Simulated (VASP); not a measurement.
# SiSe (P-6m2) in VASP: single point with PBEsol-based screened hybrid with 25 % exact exchange

Aim: the single point of SiSe with PBEsol-based screened hybrid with 25 % exact exchange.

Everything below comes from runs of VASP 6.6.1. Logs are shortened: lines on timing, memory, paths and dates and some standing lists are left out, and cuts for length are marked.

## Step 1: The cell of the first run

It takes space group P-6m2 (No. 187, hexagonal). The conventional cell has a = 3.595 Å, b = 3.595 Å, c = 3.599 Å, α = 90.00°, β = 90.00°, γ = 120.00°. Within 3.6 Å of Si (site symmetry -6m2) lie 6 Se at 2.75 Å and 8 Si at 3.60 Å. Within 3.6 Å of Se (site symmetry -6m2) lie 6 Si at 2.75 Å and 8 Se at 3.60 Å.

## Step 2: Single point, PBEsol-based screened hybrid with 25 % exact exchange

Contents of POSCAR:

```
SiSe
1.0
    3.5952000000      0.0000000000      0.0000000000
   -1.7976000000      3.1135300000      0.0000000000
    0.0000000000      0.0000000000      3.5987300000
Si Se
1 1
Direct
    0.6666700000      0.3333300000      0.5000000000
    0.0000000000      0.0000000000      0.0000000000
```

Contents of INCAR.step1:

```
PREC     = Accurate       # precision mode
ENCUT    = 520            # plane-wave cutoff, eV
EDIFF    = 1E-5           # SCF threshold, eV
ISMEAR   = -1             # smearing method
SIGMA    = 0.05           # smearing width, eV
LREAL    = False          # projectors in reciprocal space
LASPH    = True           # aspherical terms in the spheres
NELM     = 60             # most SCF steps
ALGO     = Normal         # electronic algorithm
ISIF     = 2              # what is computed and relaxed
LWAVE    = True           # write WAVECAR
LCHARG   = False          # write CHGCAR
GGA      = PE             # functional
NBANDS   = 12             # bands
```

Contents of INCAR.step2:

```
PREC     = Accurate       # precision mode
ENCUT    = 520            # plane-wave cutoff, eV
EDIFF    = 1E-6           # SCF threshold, eV
ISMEAR   = -1             # smearing method
SIGMA    = 0.05           # smearing width, eV
LREAL    = False          # projectors in reciprocal space
LASPH    = True           # aspherical terms in the spheres
NELM     = 60             # most SCF steps
ALGO     = Normal         # electronic algorithm
ISIF     = 2              # what is computed and relaxed
LWAVE    = False          # write WAVECAR
LCHARG   = False          # write CHGCAR
GGA      = PS             # functional
LHFCALC  = True           # exact exchange
AEXX     = 0.25           # exact-exchange fraction
HFSCREEN = 0.207          # screening, 1/A
PRECFOCK = Normal       
ISTART   = 1            
NBANDS   = 12             # bands
```

Contents of KPOINTS:

```
Automatic mesh
0
Gamma
  5 5 4
```

Potentials or basis: VASP PAW PBE potentials, release 64 (Si, Se).

Command:

```
> cat potpaw_PBE.64/Si/POTCAR potpaw_PBE.64/Se/POTCAR > POTCAR
> cp INCAR.step1 INCAR
> mpirun -np 1 vasp_std > vasp.out
> cp INCAR.step2 INCAR
> mpirun -np 1 vasp_std > vasp.out
```

OUTCAR:

```text
PREC = Accurate
   ENCUT = 520
   EDIFF = 1E-6
   ISMEAR = -1
   LREAL = False
   LASPH = True
   NELM = 60
   ISIF = 2
   GGA = PS
   LHFCALC = True
   AEXX = 0.25
   HFSCREEN = 0.207
   PRECFOCK = Normal
   ISTART = 1

 ion  position               nearest neighbor table
   1  0.667  0.333  0.500-   2 2.75   2 2.75   2 2.75   2 2.75   2 2.75   2 2.75
   2  0.000  0.000  0.000-   1 2.75   1 2.75   1 2.75   1 2.75   1 2.75   1 2.75

  LATTYP: Found a hexagonal cell.
 ALAT       =     3.5952000000
 C/A-ratio  =     1.0009818647

  Lattice vectors:

 A1 = (   3.5952000000,   0.0000000000,   0.0000000000)
 A2 = (  -1.7976000000,   3.1135300000,   0.0000000000)
 A3 = (   0.0000000000,   0.0000000000,   3.5987300000)

Analysis of symmetry for initial positions (statically):
=====================================================================
 Subroutine PRICEL returns:
 Original cell was already a primitive cell.

 Routine SETGRP: Setting up the symmetry group for a
 hexagonal supercell.

 Subroutine GETGRP returns: Found  4 space group operations
 (whereof  4 operations were pure point group operations)
 out of a pool of 24 trial point group operations.

The static configuration has the point symmetry C_2v.

Analysis of symmetry for dynamics (positions and initial velocities):
=====================================================================
 Subroutine PRICEL returns:
 Original cell was already a primitive cell.

 Routine SETGRP: Setting up the symmetry group for a
 hexagonal supercell.

 Subroutine GETGRP returns: Found  4 space group operations
 (whereof  4 operations were pure point group operations)
 out of a pool of 24 trial point group operations.

The dynamic configuration has the point symmetry C_2v.

 Subroutine INISYM returns: Found  4 space group operations
 (whereof  4 operations are pure point group operations),
 and found     1 'primitive' translations

----------------------------------------------------------------------------------------

                                     Primitive cell

  volume of cell :      40.2833

  direct lattice vectors                    reciprocal lattice vectors
     3.595200000  0.000000000  0.000000000     0.278148643  0.160589427  0.000000000
    -1.797600000  3.113530000  0.000000000     0.000000000  0.321178855  0.000000000
     0.000000000  0.000000000  3.598730000     0.000000000  0.000000000  0.277875806

[... 99 lines left out ...]
   EFERMI_NEDOS =   21; number of points for ismear=-14 and -15
   IALGO  =     38    algorithm
   IMIX   =      1    mixing-type and parameters
     AMIX     =   0.40;   BMIX     =  1.00
     AMIX_MAG =   1.60;   BMIX_MAG =  1.00
  volume/ion in A,a.u.               =      20.14       135.92
  Fermi-wavevector in a.u.,A,eV,Ry     =   1.028884  1.944309 14.403156  1.058602
  Thomas-Fermi vector in A             =   2.162903
   LORBIT       =      0    0 simple, 1 ext, 2 COOP (PROOUT), +10 PAW based schemes
   GGA     = PS    functional components
   LHFCALC =     T    Hartree Fock is set to
   PRECFOCK=normal    Normal, Fast or Accurate (Low or Medium for compatibility)
   ENCUT4O =  -1.0   cutoff for four orbital integrals eV
   NKREDX  =     1    reduce k-point grid by
   NKREDY  =     1    reduce k-point grid by
   NKREDZ  =     1    reduce k-point grid by
   AEXX    =    0.2500 exact exchange contribution
   HFSCREEN=    0.2070 screening length (either q_TF or 0.3 A-1)
   HFSCREENC=   0.2070 screening length for correlation (either q_TF or 0.3 A-1)
   ENCUTFOCK=  -1.0 apply spherical cutoff to Coloumb kernel
   IVDW    =     0    specifies the selected vdW correction
   LEPSILON=     F    determine dielectric tensor
   LRPA    =     F    only Hartree local field effects (RPA)
 non-spin polarized calculation
  energy-cutoff  :      520.00
  volume of cell :       40.28
 maximum number of plane-waves:      1097
  NGX = 24; NGY = 24; NGZ = 24

 number of electron      10.0000000 magnetization

 Free energy of the ion-electron system (eV)
  ---------------------------------------------------
  ext. energy  EPLUGINS =         0.00000000
  ---------------------------------------------------
  free energy    TOTEN  =       -10.64877995 eV

  energy without entropy =      -10.63732476  energy(sigma->0) =      -10.64305236

 E-fermi :   6.2158     XC(G=0):  -8.4488

 val. band max:        6.2028744574   @ k =   0.4000   0.4000   0.0000
 cond. band min:       6.2578402927   @ k =  -0.2000   0.2000   0.2500
 fundamental gap:      0.0549658353
 Fermi energy:         6.2157635438

 k-point     1 :       0.0000    0.0000    0.0000
  band No.  band energies     occupation
      1     -11.0783      2.00000
      2       0.7332      2.00000
      3       1.7224      2.00000
      4       3.7669      2.00000
      5       3.7670      2.00000
      6       9.3738      0.00000
      7       9.3739      0.00000
      8       9.9026      0.00000
      9      13.6145      0.00000
     10      14.5332      0.00000
     11      17.5707      0.00000
     12      17.5708      0.00000
[... 331 lines left out ...]
 k-point    24 :       0.2000    0.2000    0.5000
  band No.  band energies     occupation
      1      -8.7662      2.00000
      2      -3.4071      2.00000
      3       0.2844      2.00000
      4       2.1499      2.00000
      5       2.9421      2.00000
      6       5.7167      1.99991
      7      10.9521      0.00000
      8      11.7624      0.00000
      9      14.2964      0.00000
     10      15.3549      0.00000
     11      18.8668      0.00000
     12      19.0898      0.00000

 [... further k-points ...]

------------------------ aborting loop because EDIFF is reached ----------------------------------------

  FORCE on cell =-STRESS in cart. coord.  units (eV):
  Direction    XX          YY          ZZ          XY          YZ          ZX
  --------------------------------------------------------------------------------------
  -------------------------------------------------------------------------------------
  Total       -0.9953105     -0.9952961     -1.4057178      0.0000100      0.0000000      0.0000000
  in kB      -39.5861990    -39.5856259    -55.9092097      0.0003965      0.0000000      0.0000000
  external PRESSURE =     -45.0270115 kB  Pullay stress =       0.0000000 kB

 VOLUME and BASIS-vectors are now :
 -----------------------------------------------------------------------------
  energy-cutoff  :      520.00
  volume of cell :       40.28
      direct lattice vectors                 reciprocal lattice vectors
     3.595200000  0.000000000  0.000000000     0.278148643  0.160589427  0.000000000
    -1.797600000  3.113530000  0.000000000     0.000000000  0.321178855  0.000000000
     0.000000000  0.000000000  3.598730000     0.000000000  0.000000000  0.277875806

 POSITION                                       TOTAL-FORCE (eV/Angst)
 -----------------------------------------------------------------------------------
      1.79762      1.03783      1.79937        -0.000017      0.000010      0.000000
      0.00000      0.00000      0.00000         0.000017     -0.000010      0.000000
 -----------------------------------------------------------------------------------
    total drift:                                0.000005      0.000008     -0.000000

  FREE ENERGIE OF THE ION-ELECTRON SYSTEM (eV)
  ---------------------------------------------------
  free  energy   TOTEN  =       -10.6487799463 eV

  energy  without entropy=      -10.6373247649  energy(sigma->0) =      -10.64305236
```

OUTCAR.step1:

```text
PREC = Accurate
   ENCUT = 520
   EDIFF = 1E-5
   ISMEAR = -1
   LREAL = False
[... 582 lines left out ...]
      1.79762      1.03783      1.79937        -0.000029      0.000017      0.000000
      0.00000      0.00000      0.00000         0.000029     -0.000017      0.000000
 -----------------------------------------------------------------------------------
    total drift:                                0.000005      0.000007     -0.000000

  FREE ENERGIE OF THE ION-ELECTRON SYSTEM (eV)
  ---------------------------------------------------
  free  energy   TOTEN  =        -8.5070635795 eV

  energy  without entropy=       -8.4968706026  energy(sigma->0) =       -8.50196709
```

OSZICAR.step1:

```text
N       E                     dE             d eps       ncg     rms          rms(c)
DAV:   1     0.179768009236E+02    0.17977E+02   -0.41897E+03   648   0.702E+02
DAV:   2    -0.737996113760E+01   -0.25357E+02   -0.24339E+02   852   0.104E+02
DAV:   3    -0.852782720198E+01   -0.11479E+01   -0.11409E+01   840   0.190E+01
DAV:   4    -0.853444433285E+01   -0.66171E-02   -0.66127E-02   740   0.174E+00
DAV:   5    -0.853448689280E+01   -0.42560E-04   -0.42559E-04   800   0.147E-01    0.402E+00
DAV:   6    -0.850796402751E+01    0.26523E-01   -0.82710E-02   712   0.104E+00    0.249E+00
DAV:   7    -0.850696452710E+01    0.99950E-03   -0.19716E-02   776   0.679E-01    0.574E-01
DAV:   8    -0.850698438659E+01   -0.19859E-04   -0.24730E-03   740   0.235E-01    0.787E-02
DAV:   9    -0.850706186364E+01   -0.77477E-04   -0.18968E-04   752   0.900E-02    0.506E-02
DAV:  10    -0.850706357953E+01   -0.17159E-05   -0.71279E-06   480   0.168E-02
   1 F= -.85070636E+01 E0= -.85019671E+01  d E =-.101930E-01
```

Run time: 14 min. Hardware: 1 thread of Intel Xeon Platinum 8259CL at 2.50GHz (Skylake/Cascade Lake), shared host; peak memory 0.28 GiB.

Results:

- Free energy: -10.6488 eV
- Pressure: -4.5 GPa
- Band gap on the k mesh: zero (bands 5 and 6 overlap by 3.31 eV)

Caveat: the k points lie up to 0.44 Å⁻¹ apart, too coarse for converged energies and pressures of a metal; the PAW data sets were made with another functional, which shifts forces and pressure a little.

The gap in the log of VASP goes by the Fermi energy; the results here count the filled bands.